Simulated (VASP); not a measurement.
# PbS (P-6m2) in VASP: a series of runs, part 2 of 2

VASP 6.6.1. Earlier steps stand in the parts before.

**4. Single point, PBEsol (volume scaled by 1.02)**

Contents of INCAR:

```
PREC     = Accurate       # precision mode
ENCUT    = 520            # plane-wave cutoff, eV
EDIFF    = 1E-6           # SCF threshold, eV
ISMEAR   = -1             # smearing method
SIGMA    = 0.05           # smearing width, eV
LREAL    = False          # projectors in reciprocal space
LASPH    = True           # aspherical terms in the spheres
NELM     = 100            # most SCF steps
ALGO     = Normal         # electronic algorithm
ISIF     = 2              # what is computed and relaxed
LWAVE    = False          # write WAVECAR
LCHARG   = True           # write CHGCAR
GGA      = PS             # functional
LELF     = True           # ELF
LVHAR    = True         
NBANDS   = 17             # bands
```

Contents of KPOINTS:

```
regular mesh
0
Gamma
  8 8 7
```

Contents of POSCAR:

```
PbS
1.0
    4.1167825667      0.0000000000      0.0000000000
   -2.0583912833      3.5652382846      0.0000000000
    0.0000000000      0.0000000000      3.8132549298
Pb S
1 1
Direct
    0.0000000000      0.0000000000      0.0000000000
    0.6666666667      0.3333333333      0.5000000000
```

Potentials or basis: VASP PAW PBE potentials, release 64 (Pb_d, S).

On the command line:

```bash
$ cat potpaw_PBE.64/Pb_d/POTCAR potpaw_PBE.64/S/POTCAR > POTCAR
$ mpirun -np 1 vasp_std > vasp.out
```

OUTCAR:

```text
PREC = Accurate
   ENCUT = 520
   EDIFF = 1E-6
   ISMEAR = -1
   LREAL = False
   LASPH = True
   NELM = 100
   ISIF = 2
   GGA = PS

 ion  position               nearest neighbor table
   1  0.000  0.000  0.000-   2 3.05   2 3.05   2 3.05   2 3.05   2 3.05   2 3.05
   2  0.667  0.333  0.500-   1 3.05   1 3.05   1 3.05   1 3.05   1 3.05   1 3.05

  LATTYP: Found a hexagonal cell.
 ALAT       =     4.1167825667
 C/A-ratio  =     0.9262706660

  Lattice vectors:

 A1 = (   4.1167825667,   0.0000000000,   0.0000000000)
 A2 = (  -2.0583912833,   3.5652382846,   0.0000000000)
 A3 = (   0.0000000000,   0.0000000000,   3.8132549298)

Analysis of symmetry for initial positions (statically):
=====================================================================
 Subroutine PRICEL returns:
 Original cell was already a primitive cell.

 Routine SETGRP: Setting up the symmetry group for a
 hexagonal supercell.

 Subroutine GETGRP returns: Found 12 space group operations
 (whereof 12 operations were pure point group operations)
 out of a pool of 24 trial point group operations.

The static configuration has the point symmetry D_3h.

Analysis of symmetry for dynamics (positions and initial velocities):
=====================================================================
 Subroutine PRICEL returns:
 Original cell was already a primitive cell.

 Routine SETGRP: Setting up the symmetry group for a
 hexagonal supercell.

 Subroutine GETGRP returns: Found 12 space group operations
 (whereof 12 operations were pure point group operations)
 out of a pool of 24 trial point group operations.

The dynamic configuration has the point symmetry D_3h.

 Subroutine INISYM returns: Found 12 space group operations
 (whereof 12 operations are pure point group operations),
 and found     1 'primitive' translations

----------------------------------------------------------------------------------------

                                     Primitive cell

  volume of cell :      55.9683

  direct lattice vectors                    reciprocal lattice vectors
     4.116782567  0.000000000  0.000000000     0.242908141  0.140243081  0.000000000
    -2.058391283  3.565238285  0.000000000     0.000000000  0.280486161  0.000000000
     0.000000000  0.000000000  3.813254930     0.000000000  0.000000000  0.262243154

  length of vectors
     4.116782567  4.116782567  3.813254930     0.280486161  0.280486161  0.262243154

  position of ions in fractional coordinates (direct lattice)
     0.000000000  0.000000000  0.000000000
     0.666666667  0.333333333  0.500000000

  ion indices of the primitive-cell ions
   primitive index   ion index
                 1           1
                 2           2

----------------------------------------------------------------------------------------

 KPOINTS: regular mesh

Automatic generation of k-mesh.
 Grid dimensions read from file:
 generate k-points for:    8    8    7

 Generating k-lattice:

  Cartesian coordinates                     Fractional coordinates (reciprocal lattice)
     0.030363518  0.017530385  0.000000000     0.125000000  0.000000000  0.000000000
     0.000000000  0.035060770  0.000000000     0.000000000  0.125000000  0.000000000
     0.000000000  0.000000000  0.037463308     0.000000000  0.000000000  0.142857143

  Length of vectors
     0.035060770  0.035060770  0.037463308

  Shift w.r.t. Gamma in fractional coordinates (k-lattice)
     0.000000000  0.000000000  0.000000000

 Subroutine IBZKPT returns following result:
 ===========================================

 Found     40 irreducible k-points:

 Following reciprocal coordinates:
            Coordinates               Weight
  0.000000  0.000000  0.000000      1.000000
  0.125000 -0.000000  0.000000      6.000000
  0.250000 -0.000000  0.000000      6.000000
  0.375000 -0.000000  0.000000      6.000000
  0.500000 -0.000000  0.000000      3.000000
  0.125000  0.125000  0.000000      6.000000
[... 16 lines left out ...]
  0.250000 -0.000000  0.285714     12.000000
  0.375000 -0.000000  0.285714     12.000000
 [... further k-points ...]
   k-points           NKPTS =     40   k-points in BZ     NKDIM =     40   number of bands    NBANDS=     17
   number of dos      NEDOS =    301   number of ions     NIONS =      2
   total plane-waves  NPLWV =  28672
   dimension x,y,z NGX =    32 NGY =   32 NGZ =   28
   dimension x,y,z NGXF=    64 NGYF=   64 NGZF=   56
   ions per type =               1   1
   NGX,Y,Z   is equivalent  to a cutoff of  12.92, 12.92, 12.21 a.u.
   NGXF,Y,Z  is equivalent  to a cutoff of  25.84, 25.84, 24.41 a.u.
 SYSTEM =  unknown system
   PREC   = accura    normal or accurate (medium, high low for compatibility)
   ISTART =      0    job   : 0-new  1-cont  2-samecut
   ICHARG =      2    charge: 1-file 2-atom 10-const
   ISPIN  =      1    spin polarized calculation?
   LNONCOLLINEAR =      F non collinear calculations
   LSORBIT =      F    spin-orbit coupling
   LASPH  =      T    aspherical Exc in radial PAW
   ENCUT  =  520.0 eV  38.22 Ry    6.18 a.u.   7.65  7.65  7.09*2*pi/ulx,y,z
   NELM   =    100;   NELMIN=  2; NELMDL= -5     # of ELM steps
   EDIFF  = 0.1E-05   stopping-criterion for ELM
   LREAL  =      F    real-space projection
   EDIFFG = 0.1E-04   stopping-criterion for IOM
   NSW    =      0    number of steps for IOM
   IBRION =     -1    ionic relax: 0-MD 1-quasi-New 2-CG
   NFREE  =      0    steps in history (QN), initial steepest desc. (CG)
   ISIF   =      2    stress and relaxation
   ISYM   =      2    0-nonsym 1-usesym 2-fastsym
   POTIM  = 0.5000    time-step for ionic-motion
   TEBEG  =    0.0;   TEEND  =   0.0 temperature during run
   PSTRESS=    0.0 pullay stress
   NELECT =      20.0000    total number of electrons
   NUPDOWN=      -1.0000    fix difference up-down
   EMIN   =  10.00;   EMAX   =-10.00  energy-range for DOS
   EFERMI =   0.00;   METHOD = LEGACY
   ISMEAR =    -1;   SIGMA  =   0.05  broadening in eV -4-tet -1-fermi 0-gaus
   EFERMI_NEDOS =   21; number of points for ismear=-14 and -15
   IALGO  =     38    algorithm
   IMIX   =      4    mixing-type and parameters
     AMIX     =   0.40;   BMIX     =  1.00
     AMIX_MAG =   1.60;   BMIX_MAG =  1.00
  volume/ion in A,a.u.               =      27.98       188.85
  Fermi-wavevector in a.u.,A,eV,Ry     =   1.161727  2.195346 18.362551  1.349609
  Thomas-Fermi vector in A             =   2.298296
   LORBIT       =      0    0 simple, 1 ext, 2 COOP (PROOUT), +10 PAW based schemes
   GGA     = PS    functional components
   LHFCALC =     F    Hartree Fock is set to
   AEXX    =    0.0000 exact exchange contribution
   IVDW    =     0    specifies the selected vdW correction
   LEPSILON=     F    determine dielectric tensor
   LRPA    =     F    only Hartree local field effects (RPA)
 non-spin polarized calculation
  energy-cutoff  :      520.00
  volume of cell :       55.97
 maximum number of plane-waves:      1533
 NGX is ok and might be reduce to    32
   NGX = 15   NGY = 15   NGZ = 15

 number of electron      19.9999992 magnetization

 Free energy of the ion-electron system (eV)
  ---------------------------------------------------
  ext. energy  EPLUGINS =         0.00000000
  ---------------------------------------------------
  free energy    TOTEN  =        -9.16161601 eV

  energy without entropy =       -9.16028155  energy(sigma->0) =       -9.16094878

 E-fermi :   4.8064     XC(G=0):  -9.5467

 val. band max:        4.7223246022   @ k =   0.3750   0.2500   0.0000
 cond. band min:       4.9293591374   @ k =   0.3750   0.2500   0.4286
 fundamental gap:      0.2070345352
 Fermi energy:         4.8064427135

 k-point     1 :       0.0000    0.0000    0.0000
  band No.  band energies     occupation
      1     -11.9701      2.00000
      2     -11.9543      2.00000
      3     -11.9543      2.00000
      4     -11.8564      2.00000
      5     -11.8564      2.00000
      6      -8.1810      2.00000
[... 9 lines left out ...]
     16      15.7287      0.00000
     17      15.7351      0.00000
[... 441 lines left out ...]
 k-point    24 :       0.3750   -0.0000    0.2857
  band No.  band energies     occupation
      1     -11.9709      2.00000
      2     -11.9321      2.00000
      3     -11.9006      2.00000
      4     -11.8904      2.00000
      5     -11.8680      2.00000
      6      -6.9184      2.00000
[... 9 lines left out ...]
     16      15.1619      0.00000
     17      16.7122      0.00000

 [... further k-points ...]

------------------------ aborting loop because EDIFF is reached ----------------------------------------

  FORCE on cell =-STRESS in cart. coord.  units (eV):
  Direction    XX          YY          ZZ          XY          YZ          ZX
  --------------------------------------------------------------------------------------
  -------------------------------------------------------------------------------------
  Total       -1.1956404     -1.1956404     -1.4467024     -0.0000000      0.0000000      0.0000000
  in kB      -34.2269994    -34.2269994    -41.4140265     -0.0000000      0.0000000      0.0000000
  external PRESSURE =     -36.6226751 kB  Pullay stress =       0.0000000 kB

 VOLUME and BASIS-vectors are now :
 -----------------------------------------------------------------------------
  energy-cutoff  :      520.00
  volume of cell :       55.97
      direct lattice vectors                 reciprocal lattice vectors
     4.116782567  0.000000000  0.000000000     0.242908141  0.140243081  0.000000000
    -2.058391283  3.565238285  0.000000000     0.000000000  0.280486161  0.000000000
     0.000000000  0.000000000  3.813254930     0.000000000  0.000000000  0.262243154

 POSITION                                       TOTAL-FORCE (eV/Angst)
 -----------------------------------------------------------------------------------
      0.00000      0.00000      0.00000         0.000000      0.000000      0.000000
      2.05839      1.18841      1.90663        -0.000000      0.000000      0.000000
 -----------------------------------------------------------------------------------
    total drift:                               -0.000000      0.000000      0.000000

  FREE ENERGIE OF THE ION-ELECTRON SYSTEM (eV)
  ---------------------------------------------------
  free  energy   TOTEN  =        -9.1616160064 eV

  energy  without entropy=       -9.1602815531  energy(sigma->0) =       -9.16094878
```

Run time: 13 s. Hardware: 1 thread of Intel Xeon 6975P-C (Granite Rapids), shared host; peak memory 0.19 GiB.

Results:

```yaml
Free_energy: -9.1616 eV
Pressure: -3.7 GPa
Band_gap_on_the_k_mesh: 0.21 eV, indirect (least direct gap 1.58 eV)
```

Levels at points of the mesh, in eV from the valence-band top:
```
           k point  band 6  band 7  band 8  band 9  band 10  band 11  band 12  band 13  band 14  band 15
(0.00, 0.00, 0.00)  -12.90   -6.41   -1.98   -1.50    -1.50     3.51     3.51     5.32     6.44     6.96
(0.50, 0.00, 0.00)  -11.84   -8.32   -2.50   -1.70    -1.01     1.96     3.96     5.25     5.44    11.03
```

Caveat: the PAW data sets were made with another functional, which shifts forces and pressure a little; spin-orbit coupling is left out, which moves the levels of the heavy elements. A k mesh can miss the band edges.

**5. Single point, LDA (volume scaled by 1.04)**

Contents of INCAR:

```
  PREC = Accurate
  ENCUT = 520
  EDIFF = 1E-6
  ISMEAR = -1
  SIGMA = 0.05
  LREAL = F
  LASPH = T
  NELM = 80
  ALGO = Normal
  ISIF = 2
  LWAVE = F
  LCHARG = F
  NBANDS = 17
```

Contents of KPOINTS:

```
Automatic mesh
0
Gamma
  8 8 7
```

Contents of POSCAR:

```
PbS
1.0
    4.1435156701      0.0000000000      0.0000000000
   -2.0717578350      3.5883898313      0.0000000000
    0.0000000000      0.0000000000      3.8380170193
Pb S
1 1
Direct
    0.0000000000      0.0000000000      0.0000000000
    0.6666666667      0.3333333333      0.5000000000
```

Potentials or basis: VASP PAW LDA potentials, release 64 (Pb_d, S).

On the command line:

```bash
$ cat potpaw_LDA.64/Pb_d/POTCAR potpaw_LDA.64/S/POTCAR > POTCAR
$ mpirun -np 1 vasp_std > vasp.out
```

OUTCAR:

```text
PREC = Accurate
   ENCUT = 520
   EDIFF = 1E-6
   ISMEAR = -1
   LREAL = F
   LASPH = T
   NELM = 80
   ISIF = 2

 ion  position               nearest neighbor table
   1  0.000  0.000  0.000-   2 3.07   2 3.07   2 3.07   2 3.07   2 3.07   2 3.07
   2  0.667  0.333  0.500-   1 3.07   1 3.07   1 3.07   1 3.07   1 3.07   1 3.07

  LATTYP: Found a hexagonal cell.
 ALAT       =     4.1435156701
 C/A-ratio  =     0.9262706660

  Lattice vectors:

 A1 = (   4.1435156701,   0.0000000000,   0.0000000000)
 A2 = (  -2.0717578350,   3.5883898313,   0.0000000000)
 A3 = (   0.0000000000,   0.0000000000,   3.8380170193)

Analysis of symmetry for initial positions (statically):
=====================================================================
 Subroutine PRICEL returns:
 Original cell was already a primitive cell.

 Routine SETGRP: Setting up the symmetry group for a
 hexagonal supercell.

 Subroutine GETGRP returns: Found 12 space group operations
 (whereof 12 operations were pure point group operations)
 out of a pool of 24 trial point group operations.

The static configuration has the point symmetry D_3h.

Analysis of symmetry for dynamics (positions and initial velocities):
=====================================================================
 Subroutine PRICEL returns:
 Original cell was already a primitive cell.

 Routine SETGRP: Setting up the symmetry group for a
 hexagonal supercell.

 Subroutine GETGRP returns: Found 12 space group operations
 (whereof 12 operations were pure point group operations)
 out of a pool of 24 trial point group operations.

The dynamic configuration has the point symmetry D_3h.

 Subroutine INISYM returns: Found 12 space group operations
 (whereof 12 operations are pure point group operations),
 and found     1 'primitive' translations

----------------------------------------------------------------------------------------

                                     Primitive cell

  volume of cell :      57.0657
[... 102 lines left out ...]
   EMIN   =  10.00;   EMAX   =-10.00  energy-range for DOS
   EFERMI =   0.00;   METHOD = LEGACY
   ISMEAR =    -1;   SIGMA  =   0.05  broadening in eV -4-tet -1-fermi 0-gaus
   EFERMI_NEDOS =   21; number of points for ismear=-14 and -15
   IALGO  =     38    algorithm
   IMIX   =      4    mixing-type and parameters
     AMIX     =   0.40;   BMIX     =  1.00
     AMIX_MAG =   1.60;   BMIX_MAG =  1.00
  volume/ion in A,a.u.               =      28.53       192.55
  Fermi-wavevector in a.u.,A,eV,Ry     =   1.154232  2.181182 18.126373  1.332251
  Thomas-Fermi vector in A             =   2.290870
   LORBIT       =      0    0 simple, 1 ext, 2 COOP (PROOUT), +10 PAW based schemes
   GGA     = CA    functional components
   LHFCALC =     F    Hartree Fock is set to
   AEXX    =    0.0000 exact exchange contribution
   IVDW    =     0    specifies the selected vdW correction
   LEPSILON=     F    determine dielectric tensor
   LRPA    =     F    only Hartree local field effects (RPA)
 non-spin polarized calculation
  energy-cutoff  :      520.00
  volume of cell :       57.07
 maximum number of plane-waves:      1557
 NGX is ok and might be reduce to    32
   NGX = 15   NGY = 15   NGZ = 15

 number of electron      20.0000000 magnetization

 Free energy of the ion-electron system (eV)
  ---------------------------------------------------
  ext. energy  EPLUGINS =         0.00000000
  ---------------------------------------------------
  free energy    TOTEN  =        -9.61118569 eV

  energy without entropy =       -9.60998423  energy(sigma->0) =       -9.61058496

 E-fermi :   4.4808     XC(G=0):  -9.6146

 val. band max:        4.3872802193   @ k =   0.3750   0.2500   0.0000
 cond. band min:       4.6122848719   @ k =   0.3750   0.2500   0.4286
 fundamental gap:      0.2250046526
 Fermi energy:         4.4807848217

 k-point     1 :       0.0000    0.0000    0.0000
  band No.  band energies     occupation
      1     -12.3021      2.00000
      2     -12.2885      2.00000
      3     -12.2885      2.00000
      4     -12.1972      2.00000
      5     -12.1972      2.00000
      6      -8.3288      2.00000
[... 457 lines left out ...]
      4     -12.2287      2.00000
      5     -12.2063      2.00000
      6      -7.1044      2.00000
[... 9 lines left out ...]
     16      14.8103      0.00000
     17      16.2726      0.00000

 [... further k-points ...]
[... 5 lines left out ...]
  --------------------------------------------------------------------------------------
  -------------------------------------------------------------------------------------
  Total       -1.9335914     -1.9335914     -2.3733612     -0.0000000      0.0000000     -0.0000000
  in kB      -54.2874931    -54.2874931    -66.6344653     -0.0000000      0.0000000     -0.0000000
  external PRESSURE =     -58.4031505 kB  Pullay stress =       0.0000000 kB

 VOLUME and BASIS-vectors are now :
 -----------------------------------------------------------------------------
  energy-cutoff  :      520.00
  volume of cell :       57.07
      direct lattice vectors                 reciprocal lattice vectors
     4.143515670  0.000000000  0.000000000     0.241340948  0.139338261  0.000000000
    -2.071757835  3.588389831  0.000000000     0.000000000  0.278676523  0.000000000
     0.000000000  0.000000000  3.838017019     0.000000000  0.000000000  0.260551216

 POSITION                                       TOTAL-FORCE (eV/Angst)
 -----------------------------------------------------------------------------------
      0.00000      0.00000      0.00000         0.000000     -0.000000      0.000000
      2.07176      1.19613      1.91901        -0.000000      0.000000      0.000000
 -----------------------------------------------------------------------------------
    total drift:                                0.000000     -0.000000      0.000000

  FREE ENERGIE OF THE ION-ELECTRON SYSTEM (eV)
  ---------------------------------------------------
  free  energy   TOTEN  =        -9.6111856857 eV

  energy  without entropy=       -9.6099842291  energy(sigma->0) =       -9.61058496
```

stdout:

```text
POSCAR found type information on POSCAR PbS
 POSCAR found :  2 types and       2 ions
 scaLAPACK will be used
 LDA part: xc-table for (Slater(with rela. corr.)+CA(PZ))
 , standard interpolation
 POSCAR, INCAR and KPOINTS ok, starting setup
 FFT: planning ... GRIDC
 FFT: planning ... GRID_SOFT
 FFT: planning ... GRID
 WAVECAR not read
 entering main loop
```

It took 11 s on 1 thread of Intel Xeon 6975P-C (Granite Rapids), shared host; peak memory 0.17 GiB.

Results:

- Free energy: -9.6112 eV
- Pressure: -5.8 GPa
- Band gap on the k mesh: 0.23 eV, indirect (least direct gap 1.53 eV)

Levels at points of the mesh, in eV from the valence-band top:
| k point | band 8 | band 9 | band 10 | band 11 | band 12 | band 13 |
| --- | --- | --- | --- | --- | --- | --- |
| (0.00, 0.00, 0.00) | -1.89 | -1.42 | -1.42 | 3.45 | 3.45 | 5.40 |
| (0.50, 0.00, 0.00) | -2.40 | -1.68 | -0.93 | 1.91 | 3.88 | 5.10 |

Caveat: spin-orbit coupling is left out, which moves the levels of the heavy elements. A k mesh can miss the band edges.

**6. Summary**

```csv
level,potentials or basis,cell,gap on the mesh (eV),pressure (GPa)
PBEsol,"VASP PAW PBE potentials, release 64 (Pb_d, S)","a = 4.090, b = 4.090, c = 3.788 Å, angles 90.0, 90.0, 120.0°, 2 atoms",0.13,-2.8
LDA,"VASP PAW LDA potentials, release 64 (Pb_d, S)","a = 4.117, b = 4.117, c = 3.813 Å, angles 90.0, 90.0, 120.0°, 2 atoms",0.15,-5.1
PBEsol,"VASP PAW PBE potentials, release 64 (Pb_d, S)","a = 4.117, b = 4.117, c = 3.813 Å, angles 90.0, 90.0, 120.0°, 2 atoms",0.21,-3.7
LDA,"VASP PAW LDA potentials, release 64 (Pb_d, S)","a = 4.144, b = 4.144, c = 3.838 Å, angles 90.0, 90.0, 120.0°, 2 atoms",0.23,-5.8
```

Alike in all rows: task single point; no spin polarisation; k mesh 8 × 8 × 7; cutoff (eV) 520; smearing fermi-dirac 0.05 eV.

Caveats: spin-orbit coupling is left out, which moves the levels of the heavy elements; the PAW data sets were made with another functional, which shifts forces and pressure a little (some runs).

Absolute energies hang on the potentials; compare differences alone.
